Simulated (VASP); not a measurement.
# AlN (Fm-3m) in VASP: a series of runs

AlN is run at these levels: r2SCAN+rVV10; tasks: single point, relaxation of cell and atoms.

Everything below comes from runs of VASP 6.6.1. Logs are shortened: lines on timing, memory, paths and dates and some standing lists are left out, and cuts for length are marked.

### Step 1. The cell of the first run

Symmetry: Fm-3m, No. 225, cubic system. Conventional cell: a = 4.033 Å, b = 4.033 Å, c = 4.033 Å, α = 90.00°, β = 90.00°, γ = 90.00°. Al (site symmetry m-3m) has 6 N at 2.02 Å within 2.7 Å. N (site symmetry m-3m) has 6 Al at 2.02 Å within 2.7 Å.

### Step 2. Single point, r2SCAN+rVV10

File POSCAR:

```
AlN
1.0
    0.0000000000      2.0165819548      2.0165819548
    2.0165819548      0.0000000000      2.0165819548
    2.0165819548      2.0165819548      0.0000000000
Al N
1 1
Direct
    0.0000000000      0.0000000000      0.0000000000
    0.5000000000      0.5000000000      0.5000000000
```

File INCAR.step1:

```
  PREC = Accurate
  ENCUT = 520
  ISMEAR = -1
  SIGMA = 0.03
  LREAL = F
  LASPH = T
  NELM = 100
  NBANDS = 11
  GGA = PE
  ALGO = Normal
  EDIFF = 1E-4
  LWAVE = T
  LCHARG = F
```

File INCAR.step2:

```
  PREC = Accurate
  ENCUT = 520
  EDIFF = 1E-6
  ISMEAR = -1
  SIGMA = 0.03
  LREAL = F
  LASPH = T
  NELM = 100
  ALGO = Normal
  ISIF = 2
  LWAVE = F
  LCHARG = F
  METAGGA = R2SCAN
  LMIXTAU = T
  LUSE_VDW = T
  IVDW_NL = 2
  BPARAM = 11.95
  CPARAM = 0.0093
  NBANDS = 11
  ISTART = 1
```

File KPOINTS:

```
Automatic mesh
0
Gamma
  10 10 10
```

Potentials or basis: VASP PAW PBE potentials, release 64 (Al, N).

Started as:

```console
> cat potpaw_PBE.64/Al/POTCAR potpaw_PBE.64/N/POTCAR > POTCAR
> cp INCAR.step1 INCAR
> mpirun -np 1 vasp_std > vasp.out
> cp INCAR.step2 INCAR
> mpirun -np 1 vasp_std > vasp.out
```

OUTCAR:

```text
PREC = Accurate
   ENCUT = 520
   EDIFF = 1E-6
   ISMEAR = -1
   LREAL = F
   LASPH = T
   NELM = 100
   ISIF = 2
   METAGGA = R2SCAN
   IVDW_NL = 2
   BPARAM = 11.95
   ISTART = 1

 ion  position               nearest neighbor table
   1  0.000  0.000  0.000-   2 2.02   2 2.02   2 2.02   2 2.02   2 2.02   2 2.02
   2  0.500  0.500  0.500-   1 2.02   1 2.02   1 2.02   1 2.02   1 2.02   1 2.02

  LATTYP: Found a face centered cubic cell.
 ALAT       =     4.0331639096

  Lattice vectors:

 A1 = (   0.0000000000,   2.0165819548,   2.0165819548)
 A2 = (   2.0165819548,   0.0000000000,   2.0165819548)
 A3 = (   2.0165819548,   2.0165819548,   0.0000000000)

Analysis of symmetry for initial positions (statically):
=====================================================================
 Subroutine PRICEL returns:
 Original cell was already a primitive cell.

 Routine SETGRP: Setting up the symmetry group for a
 face centered cubic supercell.

 Subroutine GETGRP returns: Found 48 space group operations
 (whereof 48 operations were pure point group operations)
 out of a pool of 48 trial point group operations.

The static configuration has the point symmetry O_h .

Analysis of symmetry for dynamics (positions and initial velocities):
=====================================================================
 Subroutine PRICEL returns:
 Original cell was already a primitive cell.

 Routine SETGRP: Setting up the symmetry group for a
 face centered cubic supercell.

 Subroutine GETGRP returns: Found 48 space group operations
 (whereof 48 operations were pure point group operations)
 out of a pool of 48 trial point group operations.

The dynamic configuration has the point symmetry O_h .

 Subroutine INISYM returns: Found 48 space group operations
 (whereof 48 operations are pure point group operations),
 and found     1 'primitive' translations

----------------------------------------------------------------------------------------

                                     Primitive cell

  volume of cell :      16.4013

  direct lattice vectors                    reciprocal lattice vectors
     0.000000000  2.016581955  2.016581955    -0.247944299  0.247944299  0.247944299
     2.016581955  0.000000000  2.016581955     0.247944299 -0.247944299  0.247944299
     2.016581955  2.016581955  0.000000000     0.247944299  0.247944299 -0.247944299

  length of vectors
     2.851877550  2.851877550  2.851877550     0.429452124  0.429452124  0.429452124

  position of ions in fractional coordinates (direct lattice)
     0.000000000  0.000000000  0.000000000
     0.500000000  0.500000000  0.500000000

  ion indices of the primitive-cell ions
   primitive index   ion index
                 1           1
                 2           2

----------------------------------------------------------------------------------------

 KPOINTS: Automatic mesh

Automatic generation of k-mesh.
 Grid dimensions read from file:
 generate k-points for:   10   10   10

 Generating k-lattice:

  Cartesian coordinates                     Fractional coordinates (reciprocal lattice)
    -0.024794430  0.024794430  0.024794430     0.100000000  0.000000000  0.000000000
     0.024794430 -0.024794430  0.024794430     0.000000000  0.100000000  0.000000000
     0.024794430  0.024794430 -0.024794430     0.000000000  0.000000000  0.100000000

  Length of vectors
     0.042945212  0.042945212  0.042945212

  Shift w.r.t. Gamma in fractional coordinates (k-lattice)
     0.000000000  0.000000000  0.000000000

 Subroutine IBZKPT returns following result:
 ===========================================

 Found     47 irreducible k-points:

 Following reciprocal coordinates:
            Coordinates               Weight
  0.000000  0.000000  0.000000      1.000000
  0.100000  0.000000  0.000000      8.000000
  0.200000  0.000000  0.000000      8.000000
  0.300000  0.000000  0.000000      8.000000
  0.400000  0.000000  0.000000      8.000000
  0.500000  0.000000  0.000000      4.000000
[... 16 lines left out ...]
  0.300000  0.300000  0.000000      6.000000
  0.400000  0.300000  0.000000     24.000000
 [... further k-points ...]
   k-points           NKPTS =     47   k-points in BZ     NKDIM =     47   number of bands    NBANDS=     11
   number of dos      NEDOS =    301   number of ions     NIONS =      2
   total plane-waves  NPLWV =  13824
   dimension x,y,z NGX =    24 NGY =   24 NGZ =   24
   dimension x,y,z NGXF=    48 NGYF=   48 NGZF=   48
   ions per type =               1   1
   NGX,Y,Z   is equivalent  to a cutoff of  13.99, 13.99, 13.99 a.u.
   NGXF,Y,Z  is equivalent  to a cutoff of  27.98, 27.98, 27.98 a.u.
 SYSTEM =  unknown system
   PREC   = accura    normal or accurate (medium, high low for compatibility)
   ISTART =      1    job   : 0-new  1-cont  2-samecut
   ICHARG =      0    charge: 1-file 2-atom 10-const
   ISPIN  =      1    spin polarized calculation?
   LNONCOLLINEAR =      F non collinear calculations
   LSORBIT =      F    spin-orbit coupling
   LASPH  =      T    aspherical Exc in radial PAW
   ENCUT  =  520.0 eV  38.22 Ry    6.18 a.u.   5.30  5.30  5.30*2*pi/ulx,y,z
   NELM   =    100;   NELMIN=  2; NELMDL=  0     # of ELM steps
   EDIFF  = 0.1E-05   stopping-criterion for ELM
   LREAL  =      F    real-space projection
   EDIFFG = 0.1E-04   stopping-criterion for IOM
   NSW    =      0    number of steps for IOM
   IBRION =     -1    ionic relax: 0-MD 1-quasi-New 2-CG
   NFREE  =      0    steps in history (QN), initial steepest desc. (CG)
   ISIF   =      2    stress and relaxation
   ISYM   =      2    0-nonsym 1-usesym 2-fastsym
   POTIM  = 0.5000    time-step for ionic-motion
   TEBEG  =    0.0;   TEEND  =   0.0 temperature during run
   PSTRESS=    0.0 pullay stress
   NELECT =       8.0000    total number of electrons
   NUPDOWN=      -1.0000    fix difference up-down
   EMIN   =  10.00;   EMAX   =-10.00  energy-range for DOS
   EFERMI =   0.00;   METHOD = LEGACY
   ISMEAR =    -1;   SIGMA  =   0.03  broadening in eV -4-tet -1-fermi 0-gaus
   EFERMI_NEDOS =   21; number of points for ismear=-14 and -15
   IALGO  =     38    algorithm
   IMIX   =      4    mixing-type and parameters
     AMIX     =   0.40;   BMIX     =  1.00
     AMIX_MAG =   1.60;   BMIX_MAG =  1.00
  volume/ion in A,a.u.               =       8.20        55.34
  Fermi-wavevector in a.u.,A,eV,Ry     =   1.288682  2.435255 22.595198  1.660700
  Thomas-Fermi vector in A             =   2.420620
   LORBIT       =      0    0 simple, 1 ext, 2 COOP (PROOUT), +10 PAW based schemes
   METAGGA = R2SCAN    functional components
   LHFCALC =     F    Hartree Fock is set to
   AEXX    =    0.0000 exact exchange contribution
   IVDW_NL    =     2    kernel type
   BPARAM     =11.9500
   IVDW    =     0    specifies the selected vdW correction
   LEPSILON=     F    determine dielectric tensor
   LRPA    =     F    only Hartree local field effects (RPA)
 non-spin polarized calculation
  energy-cutoff  :      520.00
  volume of cell :       16.40
 maximum number of plane-waves:       459
 NGX is ok and might be reduce to    24
   NGX = 11   NGY = 11   NGZ = 11

 number of electron       7.9999999 magnetization

 Free energy of the ion-electron system (eV)
  ---------------------------------------------------
  ext. energy  EPLUGINS =         0.00000000
  ---------------------------------------------------
  free energy    TOTEN  =       -18.75200687 eV

  energy without entropy =      -18.75200687  energy(sigma->0) =      -18.75200687

 E-fermi :  10.4571     XC(G=0): -12.9406

 val. band max:        9.8659490752   @ k =   0.0000   0.0000   0.0000
 cond. band min:      15.4060042428   @ k =   0.5000   0.5000   0.0000
 fundamental gap:      5.5400551675
 Fermi energy:        10.4570898833

 k-point     1 :       0.0000    0.0000    0.0000
  band No.  band energies     occupation
      1      -8.6139      2.00000
      2       9.8659      2.00000
      3       9.8659      2.00000
      4       9.8659      2.00000
      5      16.4746      0.00000
      6      22.7775      0.00000
      7      22.7775      0.00000
      8      22.7775      0.00000
      9      28.4872      0.00000
     10      28.4872      0.00000
     11      28.5653      0.00000

 k-point     2 :       0.1000    0.0000    0.0000
  band No.  band energies     occupation
      1      -8.4033      2.00000
      2       8.8323      2.00000
      3       9.7333      2.00000
      4       9.7333      2.00000
      5      17.1033      0.00000
      6      21.9531      0.00000
      7      23.1055      0.00000
      8      23.1055      0.00000
      9      27.1323      0.00000
     10      27.1323      0.00000
     11      29.6771      0.00000

 k-point     3 :       0.2000    0.0000    0.0000
  band No.  band energies     occupation
      1      -7.7932      2.00000
      2       6.6209      2.00000
      3       9.4106      2.00000
      4       9.4106      2.00000
      5      17.7129      0.00000
      6      21.6083      0.00000
      7      23.3861      0.00000
      8      23.3861      0.00000
      9      26.5288      0.00000
     10      26.5288      0.00000
     11      29.0386      0.00000

 k-point     4 :       0.3000    0.0000    0.0000
  band No.  band energies     occupation
      1      -6.8646      2.00000
      2       4.2145      2.00000
      3       9.0528      2.00000
      4       9.0528      2.00000
      5      17.3754      0.00000
      6      22.7138      0.00000
      7      22.7138      0.00000
      8      22.7707      0.00000
      9      28.0734      0.00000
     10      28.0734      0.00000
     11      28.1528      0.00000
[... 239 lines left out ...]
 k-point    22 :      -0.2000    0.2000    0.0000
  band No.  band energies     occupation
      1      -6.5648      2.00000
      2       4.7581      2.00000
      3       6.8354      2.00000
      4       9.1089      2.00000
      5      19.4797      0.00000
      6      20.7831      0.00000
      7      21.8238      0.00000
      8      23.4905      0.00000
      9      25.7862      0.00000
     10      30.2999      0.00000
     11      32.0673      0.00000

 k-point    23 :       0.3000    0.3000    0.0000
  band No.  band energies     occupation
      1      -6.3178      2.00000
      2       4.8658      2.00000
      3       7.7541      2.00000
      4       7.7542      2.00000
      5      17.2486      0.00000
      6      17.7206      0.00000
      7      22.8123      0.00000
      8      26.7884      0.00000
      9      26.7884      0.00000
     10      31.3508      0.00000
     11      35.6033      0.00000

 k-point    24 :       0.4000    0.3000    0.0000
  band No.  band energies     occupation
      1      -5.5600      2.00000
      2       3.8027      2.00000
      3       6.9682      2.00000
      4       7.4824      2.00000
      5      16.8616      0.00000
      6      17.5950      0.00000
      7      23.2838      0.00000
      8      26.7602      0.00000
      9      27.6457      0.00000
     10      32.8208      0.00000
     11      36.2868      0.00000

 [... further k-points ...]
[... 5 lines left out ...]
  --------------------------------------------------------------------------------------
  -------------------------------------------------------------------------------------
  Total       -0.0785691     -0.0785691     -0.0785691     -0.0000000     -0.0000000      0.0000000
  in kB       -7.6751096     -7.6751096     -7.6751096     -0.0000000     -0.0000000      0.0000000
  external PRESSURE =      -7.6751096 kB  Pullay stress =       0.0000000 kB

 VOLUME and BASIS-vectors are now :
 -----------------------------------------------------------------------------
  energy-cutoff  :      520.00
  volume of cell :       16.40
      direct lattice vectors                 reciprocal lattice vectors
     0.000000000  2.016581955  2.016581955    -0.247944299  0.247944299  0.247944299
     2.016581955  0.000000000  2.016581955     0.247944299 -0.247944299  0.247944299
     2.016581955  2.016581955  0.000000000     0.247944299  0.247944299 -0.247944299

 POSITION                                       TOTAL-FORCE (eV/Angst)
 -----------------------------------------------------------------------------------
      0.00000      0.00000      0.00000        -0.000000     -0.000000     -0.000000
      2.01658      2.01658      2.01658         0.000000      0.000000      0.000000
 -----------------------------------------------------------------------------------
    total drift:                               -0.000000     -0.000000      0.000000

  FREE ENERGIE OF THE ION-ELECTRON SYSTEM (eV)
  ---------------------------------------------------
  free  energy   TOTEN  =       -18.7520068724 eV

  energy  without entropy=      -18.7520068724  energy(sigma->0) =      -18.75200687
```

Run time: 89 s. Hardware: 1 thread of Intel Xeon 6975P-C, shared host; peak memory 0.21 GiB.

Results:

```yaml
Free_energy: -18.7520 eV
Pressure: -0.8 GPa
Band_gap_on_the_k_mesh: 5.54 eV, indirect (least direct gap 6.61 eV)
```

Levels at points of the mesh, in eV from the valence-band top:
```
           k point  band 1  band 2  band 3  band 4  band 5  band 6  band 7  band 8  band 9
(0.00, 0.00, 0.00)  -18.48    0.00    0.00    0.00    6.61   12.91   12.91   12.91   18.62
(0.50, 0.00, 0.00)  -15.20   -8.51   -1.17   -1.17    6.93   11.95   11.95   14.74   17.53
(0.50, 0.50, 0.00)  -14.22   -7.61   -2.92   -2.92    5.54    5.93   15.45   18.81   18.81
```

Caveat: the PAW data sets were made with another functional, which shifts forces and pressure a little. A k mesh can miss the band edges.

(Continued in part 2 of 2.)
